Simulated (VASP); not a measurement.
Input of a VASP 6.6.1 run:

File INCAR:

```
PREC = Accurate
ENCUT = 520
EDIFF = 1E-7
ISMEAR = 0
SIGMA = 0.01
LREAL = F
LASPH = T
NELM = 100
ALGO = Normal
ISIF = 2
LWAVE = F
LCHARG = T
GGA = PE
LELF = T
LVHAR = T
NBANDS = 11
```

File KPOINTS:

```
Automatic mesh
0
Gamma
  8 8 8
```

POSCAR

```
NaH
1.0
    0.0000000000      2.6608373441      2.6608373441
    2.6608373441      0.0000000000      2.6608373441
    2.6608373441      2.6608373441      0.0000000000
Na H
1 1
Direct
    0.0000000000      0.0000000000      0.0000000000
    0.2500000000      0.2500000000      0.2500000000
```

Potentials or basis: VASP PAW PBE potentials, release 64 (Na_pv, H).

Run with:

```sh
$ cat potpaw_PBE.64/Na_pv/POTCAR potpaw_PBE.64/H/POTCAR > POTCAR
$ mpirun -np 1 vasp_std > vasp.out
```

(1) Estimate the pressure.

(2) Estimate the band gap on the k mesh.

## Answers

(1) -0.9 GPa.

(2) 3.55 eV, indirect (least direct gap 4.21 eV).
